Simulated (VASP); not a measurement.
Input of a VASP 6.6.1 run:

File INCAR:

```
SYSTEM = Al3BN2
PREC     = Accurate       ! precision mode
ENCUT    = 600            ! plane-wave cutoff, eV
EDIFF    = 1E-7           ! SCF threshold, eV
ISMEAR   = 0              ! smearing method
SIGMA    = 0.15           ! smearing width, eV
LREAL    = .False.        ! projectors in reciprocal space
LASPH    = .True.         ! aspherical terms in the spheres
NELM     = 120            ! most SCF steps
ALGO     = Normal         ! electronic algorithm
ISIF     = 3              ! what is computed and relaxed
LWAVE    = .False.        ! write WAVECAR
LCHARG   = .False.        ! write CHGCAR
GGA      = PE             ! functional
IBRION   = 2              ! ionic algorithm
NSW      = 36             ! ionic steps
EDIFFG   = -0.08          ! ionic threshold
GGA_COMPAT= .False.      
NELMIN   = 4
```

KPOINTS

```
regular mesh
0
Gamma
  3 3 3
  0 0 0
```

Contents of POSCAR:

```
Al3BN2
1.0
    4.9217518800      0.0000000000      0.0000000000
   -2.4608759400      4.2623621600      0.0000000000
    0.0000000000      0.0000000000      3.6351154300
Al B N
3 1 2
Direct
    0.0000000000      0.5000000000      0.9950230700
    0.5000000000      0.0000000000      0.9950230700
    0.5000000000      0.5000000000      0.9950230700
    0.0000000000      0.0000000000      0.1926302600
    0.6666666700      0.3333333300      0.4961477200
    0.3333333300      0.6666666700      0.4961477200
```

Potentials or basis: VASP PAW PBE potentials, release 64 (Al, B, N).

Launch:

```bash
$ cat potpaw_PBE.64/Al/POTCAR potpaw_PBE.64/B/POTCAR potpaw_PBE.64/N/POTCAR > POTCAR
$ mpirun -np 1 vasp_std > vasp.out
```

**Question.** Estimate the relaxed volume.

**Answer.** 10.37 Å³/atom.

**Question.** Predict the band gap on the k mesh.

**Answer.** 0.21 eV (least direct gap 0.54 eV).

Final structure:
```
CELL_PARAMETERS angstrom
5.11908 0.00000 0.00000
-2.55954 4.43326 0.00000
0.00000 0.00000 2.74290
ATOMIC_POSITIONS crystal
Al 0.00000 0.50000 0.02800
Al 0.50000 0.00000 0.02800
Al 0.50000 0.50000 0.02800
B 0.00000 0.00000 0.03045
N 0.66667 0.33333 0.52776
N 0.33333 0.66667 0.52776
```

Caveat: the k points lie up to 0.76 Å⁻¹ apart in the final cell; the volume moved by over 15 % at a fixed basis, so the end points are rough; semilocal functionals underestimate gaps, and a narrow one can read as zero. A k mesh can miss the band edges.
